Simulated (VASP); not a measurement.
# MgO (Cmcm) in VASP: notebook

Runs on MgO. Level: PBEsol. Tasks: single point.

Everything below comes from runs of VASP 6.6.1. Logs are shortened: lines on timing, memory, paths and dates and some standing lists are left out, and cuts for length are marked.

## (1) The cell of the first run

The structure is orthorhombic, space group Cmcm (No. 63). The conventional cell has a = 3.617 Å, b = 6.265 Å, c = 3.901 Å, α = 90.00°, β = 90.00°, γ = 90.00°. Within 2.6 Å of Mg (site symmetry m2m) lie 5 O at 1.95 to 2.10 Å. O (site symmetry m2m) has 5 Mg at 1.95 to 2.10 Å within 2.6 Å.

## (2) Single point, PBEsol (mode 5 frozen in at -0.073 Å, strain +e along z and -e/2 along x and y -0.0700)

Input file INCAR:

```
PREC = Accurate ; ENCUT = 520
EDIFF = 1E-6 ; ISMEAR = 0
SIGMA = 0.05 ; LREAL = F
LASPH = T ; NELM = 100
ALGO = Normal ; ISIF = 2
LWAVE = F ; LCHARG = T
GGA = PS ; LELF = T
LVHAR = T ; NBANDS = 16
```

Input file KPOINTS:

```
Automatic mesh
0
Gamma
  9 9 6
```

Input file POSCAR:

```
MgO
1.0
    3.6170832098      0.0000000000      0.0000000000
   -1.8085416049      3.1324859473      0.0000000000
    0.0000000000      0.0000000000      3.9010833038
Mg O
2 2
Direct
    0.6545737154      0.3091474307      0.7500000000
    0.3454262846      0.6908525693      0.2500000000
    0.6755705704      0.3511411408      0.2500000000
    0.3244294296      0.6488588592      0.7500000000
```

Potentials or basis: VASP PAW PBE potentials, release 64 (Mg, O).

On the command line:

```bash
$ cat potpaw_PBE.64/Mg/POTCAR potpaw_PBE.64/O/POTCAR > POTCAR
$ mpirun -np 1 vasp_std > vasp.out
```

OUTCAR:

```text
PREC = Accurate
   ENCUT = 520
   EDIFF = 1E-6
   ISMEAR = 0
   LREAL = F
   LASPH = T
   NELM = 100
   ISIF = 2
   GGA = PS

 ion  position               nearest neighbor table
   1  0.655  0.309  0.750-   3 1.95   3 1.95   4 2.07   4 2.10   4 2.10   2 2.75   2 2.75   2 2.92
                             2 2.92   2 2.92   2 2.92
   2  0.345  0.691  0.250-   4 1.95   4 1.95   3 2.07   3 2.10   3 2.10   1 2.75   1 2.75   1 2.92
                             1 2.92   1 2.92   1 2.92
   3  0.676  0.351  0.250-   1 1.95   1 1.95   2 2.07   2 2.10   2 2.10
   4  0.324  0.649  0.750-   2 1.95   2 1.95   1 2.07   1 2.10   1 2.10

  LATTYP: Found a hexagonal cell.
 ALAT       =     3.6170832098
 C/A-ratio  =     1.0785163286

  Lattice vectors:

 A1 = (   3.6170832098,   0.0000000000,   0.0000000000)
 A2 = (  -1.8085416049,   3.1324859473,   0.0000000000)
 A3 = (   0.0000000000,   0.0000000000,   3.9010833038)

Analysis of symmetry for initial positions (statically):
=====================================================================
 Subroutine PRICEL returns:
 Original cell was already a primitive cell.

 Routine SETGRP: Setting up the symmetry group for a
 hexagonal supercell.

 Subroutine GETGRP returns: Found  8 space group operations
 (whereof  4 operations were pure point group operations)
 out of a pool of 24 trial point group operations.

The static configuration has the point symmetry C_2h.
 The point group associated with its full space group is D_2h.

Analysis of symmetry for dynamics (positions and initial velocities):
=====================================================================
 Subroutine PRICEL returns:
 Original cell was already a primitive cell.

 Routine SETGRP: Setting up the symmetry group for a
 hexagonal supercell.

 Subroutine GETGRP returns: Found  8 space group operations
 (whereof  4 operations were pure point group operations)
 out of a pool of 24 trial point group operations.

The dynamic configuration has the point symmetry C_2h.
 The point group associated with its full space group is D_2h.

 Subroutine INISYM returns: Found  8 space group operations
 (whereof  4 operations are pure point group operations),
 and found     1 'primitive' translations

----------------------------------------------------------------------------------------

                                     Primitive cell

  volume of cell :      44.2011

  direct lattice vectors                    reciprocal lattice vectors
     3.617083210  0.000000000  0.000000000     0.276465854  0.159617635  0.000000000
    -1.808541605  3.132485947  0.000000000     0.000000000  0.319235271  0.000000000
     0.000000000  0.000000000  3.901083304     0.000000000  0.000000000  0.256339053

  length of vectors
     3.617083210  3.617083210  3.901083304     0.319235271  0.319235271  0.256339053

  position of ions in fractional coordinates (direct lattice)
     0.654573715  0.309147431  0.750000000
     0.345426285  0.690852569  0.250000000
     0.675570570  0.351141141  0.250000000
     0.324429430  0.648858859  0.750000000

  ion indices of the primitive-cell ions
   primitive index   ion index
                 1           1
                 2           2
                 3           3
                 4           4

----------------------------------------------------------------------------------------

 KPOINTS: Automatic mesh

Automatic generation of k-mesh.
 Grid dimensions read from file:
 generate k-points for:    9    9    6

 Generating k-lattice:

  Cartesian coordinates                     Fractional coordinates (reciprocal lattice)
     0.030718428  0.017735293  0.000000000     0.111111111  0.000000000  0.000000000
     0.000000000  0.035470586  0.000000000     0.000000000  0.111111111  0.000000000
     0.000000000  0.000000000  0.042723176     0.000000000  0.000000000  0.166666667

  Length of vectors
     0.035470586  0.035470586  0.042723176

  Shift w.r.t. Gamma in fractional coordinates (k-lattice)
     0.000000000  0.000000000  0.000000000

 Subroutine IBZKPT returns following result:
 ===========================================

 Found    100 irreducible k-points:

 Following reciprocal coordinates:
            Coordinates               Weight
  0.000000  0.000000  0.000000      1.000000
  0.111111 -0.000000  0.000000      4.000000
  0.000000  0.111111  0.000000      2.000000
  0.222222 -0.000000  0.000000      4.000000
  0.000000  0.222222  0.000000      2.000000
  0.333333 -0.000000  0.000000      4.000000
[... 16 lines left out ...]
 -0.222222 -0.444444  0.000000      4.000000
  0.444444  0.333333  0.000000      4.000000
 [... further k-points ...]
   k-points           NKPTS =    100   k-points in BZ     NKDIM =    100   number of bands    NBANDS=     16
   number of dos      NEDOS =    301   number of ions     NIONS =      4
   total plane-waves  NPLWV =  23520
   dimension x,y,z NGX =    28 NGY =   28 NGZ =   30
   dimension x,y,z NGXF=    56 NGYF=   56 NGZF=   60
   ions per type =               2   2
   NGX,Y,Z   is equivalent  to a cutoff of  12.87, 12.87, 12.78 a.u.
   NGXF,Y,Z  is equivalent  to a cutoff of  25.74, 25.74, 25.57 a.u.
 SYSTEM =  unknown system
   PREC   = accura    normal or accurate (medium, high low for compatibility)
   ISTART =      0    job   : 0-new  1-cont  2-samecut
   ICHARG =      2    charge: 1-file 2-atom 10-const
   ISPIN  =      1    spin polarized calculation?
   LNONCOLLINEAR =      F non collinear calculations
   LSORBIT =      F    spin-orbit coupling
   LASPH  =      T    aspherical Exc in radial PAW
   ENCUT  =  520.0 eV  38.22 Ry    6.18 a.u.   6.73  6.73  7.25*2*pi/ulx,y,z
   NELM   =    100;   NELMIN=  2; NELMDL= -5     # of ELM steps
   EDIFF  = 0.1E-05   stopping-criterion for ELM
   LREAL  =      F    real-space projection
   EDIFFG = 0.1E-04   stopping-criterion for IOM
   NSW    =      0    number of steps for IOM
   IBRION =     -1    ionic relax: 0-MD 1-quasi-New 2-CG
   NFREE  =      0    steps in history (QN), initial steepest desc. (CG)
   ISIF   =      2    stress and relaxation
   ISYM   =      2    0-nonsym 1-usesym 2-fastsym
   POTIM  = 0.5000    time-step for ionic-motion
   TEBEG  =    0.0;   TEEND  =   0.0 temperature during run
   PSTRESS=    0.0 pullay stress
   NELECT =      16.0000    total number of electrons
   NUPDOWN=      -1.0000    fix difference up-down
   EMIN   =  10.00;   EMAX   =-10.00  energy-range for DOS
   EFERMI =   0.00;   METHOD = LEGACY
   ISMEAR =     0;   SIGMA  =   0.05  broadening in eV -4-tet -1-fermi 0-gaus
   EFERMI_NEDOS =   21; number of points for ismear=-14 and -15
   IALGO  =     38    algorithm
   IMIX   =      4    mixing-type and parameters
     AMIX     =   0.40;   BMIX     =  1.00
     AMIX_MAG =   1.60;   BMIX_MAG =  1.00
  volume/ion in A,a.u.               =      11.05        74.57
  Fermi-wavevector in a.u.,A,eV,Ry     =   1.166730  2.204801 18.521067  1.361260
  Thomas-Fermi vector in A             =   2.303240
   LORBIT       =      0    0 simple, 1 ext, 2 COOP (PROOUT), +10 PAW based schemes
   GGA     = PS    functional components
   LHFCALC =     F    Hartree Fock is set to
   AEXX    =    0.0000 exact exchange contribution
   IVDW    =     0    specifies the selected vdW correction
   LEPSILON=     F    determine dielectric tensor
   LRPA    =     F    only Hartree local field effects (RPA)
 non-spin polarized calculation
 Gauss-broadening in eV      SIGMA  =   0.05
  energy-cutoff  :      520.00
  volume of cell :       44.20
 maximum number of plane-waves:      1204
   NGX = 13   NGY = 13   NGZ = 15

 number of electron      16.0000003 magnetization

 Free energy of the ion-electron system (eV)
  ---------------------------------------------------
  ext. energy  EPLUGINS =         0.00000000
  ---------------------------------------------------
  free energy    TOTEN  =       -24.47577505 eV

  energy without entropy =      -24.47577505  energy(sigma->0) =      -24.47577505

 E-fermi :   1.9041     XC(G=0): -10.2479

 val. band max:        1.6568611786   @ k =   0.0000   0.0000   0.0000
 cond. band min:       5.0252831801   @ k =   0.0000   0.0000   0.0000
 fundamental gap:      3.3684220015
 Fermi energy:         1.9040515986

 k-point     1 :       0.0000    0.0000    0.0000
  band No.  band energies     occupation
      1     -15.0777      2.00000
      2     -13.5101      2.00000
      3      -1.5996      2.00000
      4      -0.1665      2.00000
      5      -0.0626      2.00000
      6       0.9429      2.00000
[... 8 lines left out ...]
     15      17.0700      0.00000
     16      17.3700      0.00000

 k-point     2 :       0.1111   -0.0000    0.0000
  band No.  band energies     occupation
      1     -15.0194      2.00000
      2     -13.5354      2.00000
      3      -1.5149      2.00000
      4      -0.3018      2.00000
      5      -0.1792      2.00000
      6       0.8333      2.00000
[... 8 lines left out ...]
     15      16.5787      0.00000
     16      17.0513      0.00000

 k-point     3 :       0.0000    0.1111    0.0000
  band No.  band energies     occupation
      1     -15.0224      2.00000
      2     -13.5299      2.00000
      3      -1.5211      2.00000
      4      -0.2542      2.00000
      5      -0.2493      2.00000
      6       0.6948      2.00000
[... 8 lines left out ...]
     15      16.7937      0.00000
     16      17.0557      0.00000

 k-point     4 :       0.2222   -0.0000    0.0000
  band No.  band energies     occupation
      1     -14.8572      2.00000
      2     -13.6145      2.00000
      3      -1.2713      2.00000
      4      -0.7239      2.00000
      5      -0.4187      2.00000
      6       0.4609      2.00000
[... 8 lines left out ...]
     15      16.0347      0.00000
     16      16.8391      0.00000
[... 324 lines left out ...]
 k-point    22 :       0.3333    0.2222    0.0000
  band No.  band energies     occupation
      1     -14.3161      2.00000
      2     -13.9613      2.00000
      3      -1.8431      2.00000
      4      -0.5151      2.00000
      5      -0.3688      2.00000
      6       0.0054      2.00000
[... 8 lines left out ...]
     15      16.4609      0.00000
     16      17.1446      0.00000

 k-point    23 :      -0.2222   -0.4444    0.0000
  band No.  band energies     occupation
      1     -14.3601      2.00000
      2     -13.9096      2.00000
      3      -1.9036      2.00000
      4      -0.5464      2.00000
      5      -0.4598      2.00000
      6       0.0457      2.00000
[... 8 lines left out ...]
     15      16.1588      0.00000
     16      17.5467      0.00000

 k-point    24 :       0.4444    0.3333    0.0000
  band No.  band energies     occupation
      1     -14.2790      2.00000
      2     -14.0034      2.00000
      3      -1.8057      2.00000
      4      -0.5033      2.00000
      5      -0.2902      2.00000
      6      -0.0006      2.00000
[... 8 lines left out ...]
     15      16.3098      0.00000
     16      16.8448      0.00000

 [... further k-points ...]
[... 5 lines left out ...]
  --------------------------------------------------------------------------------------
  -------------------------------------------------------------------------------------
  Total       -1.1268746     -1.1509619      5.6142580      0.0000000      0.0000000      0.0000000
  in kB      -40.8463547    -41.7194606    203.5026624      0.0000000      0.0000000      0.0000000
  external PRESSURE =      40.3122824 kB  Pullay stress =       0.0000000 kB

 VOLUME and BASIS-vectors are now :
 -----------------------------------------------------------------------------
  energy-cutoff  :      520.00
  volume of cell :       44.20
      direct lattice vectors                 reciprocal lattice vectors
     3.617083210  0.000000000  0.000000000     0.276465854  0.159617635  0.000000000
    -1.808541605  3.132485947  0.000000000     0.000000000  0.319235271  0.000000000
     0.000000000  0.000000000  3.901083304     0.000000000  0.000000000  0.256339053

 POSITION                                       TOTAL-FORCE (eV/Angst)
 -----------------------------------------------------------------------------------
      1.80854      0.96840      2.92581         0.000000      0.597510      0.000000
     -0.00000      2.16409      0.97527         0.000000     -0.597510      0.000000
      1.80854      1.09994      0.97527         0.000000     -0.350783      0.000000
      0.00000      2.03254      2.92581         0.000000      0.350783      0.000000
 -----------------------------------------------------------------------------------
    total drift:                                0.000000     -0.000000      0.000000

  FREE ENERGIE OF THE ION-ELECTRON SYSTEM (eV)
  ---------------------------------------------------
  free  energy   TOTEN  =       -24.4757750472 eV

  energy  without entropy=      -24.4757750472  energy(sigma->0) =      -24.47577505
```

Run time: 84 s. Hardware: 1 thread of Intel Xeon Platinum 8375C at 2.90GHz (Ice Lake), shared host; peak memory 0.2 GiB.

What came out:

| Quantity | Value |
| --- | --- |
| Free energy | -24.4758 eV |
| Pressure | 4.0 GPa |
| Largest force | 0.598 eV/Å |
| Band gap on the k mesh | 3.37 eV, direct |

Forces in eV/Å, atoms in the order of the input:
```
Mg   0.000  0.598  0.000
Mg   0.000 -0.598  0.000
O    0.000 -0.351  0.000
O    0.000  0.351  0.000
```

Stress tensor (GPa, compression positive):
```
-4.08  0.00  0.00
 0.00 -4.17  0.00
 0.00  0.00 20.35
```

Levels at points of the mesh, in eV from the valence-band top:
```
           k point  band 6  band 7  band 8  band 9  band 10  band 11
(0.00, 0.00, 0.00)   -0.71   -0.38    0.00    3.37     9.96    11.50
(0.00, 0.00, 0.50)   -1.22   -1.14   -1.14    6.52     6.52    12.22
```

Caveat: the cell differs from its parent crystal (mode 5 frozen in at -0.073 Å, strain +e along z and -e/2 along x and y -0.0700); the PAW data sets were made with another functional, which shifts forces and pressure a little.

(Continued in part 2 of 3.)
